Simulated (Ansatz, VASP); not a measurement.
# C: VASP beside Ansatz

```xyz
2
Lattice="0.0000 1.7801 1.7801 1.7801 0.0000 1.7801 1.7801 1.7801 0.0000" Properties=species:S:1:pos:R:3 pbc="T T T"
C     1.7801    1.7801    1.7801
C     2.6702    2.6702    2.6702
```

Alike in both runs: task single point; functional r2SCAN; k mesh 12 × 12 × 12; occupations gaussian, width 0.05 eV; no spin polarisation.

```csv
,VASP,Ansatz
version,VASP 6.6.1,Ansatz 0.2.0
potentials or method,"VASP PAW PBE potentials, release 64 (C_h), cutoff 910 eV","scalar-relativistic, plane waves, PAW"
valence electrons in the cell,8,8
```

VASP gave:

```
gap on the k mesh at the Fermi level (eV) : 4.39
least direct gap on the mesh (eV)         : 5.89
```

Problem. Estimate Ansatz's values.

Solution. gap on the k mesh at the Fermi level (eV): 4.39; least direct gap on the mesh (eV): 5.90.

VASP's potentials were made for PBE, not for r2SCAN. The functional is the same, so the differences come from potentials, cutoffs and numerics.

Noted on VASP's run: the cutoff is short for stress, so the pressure is rough.
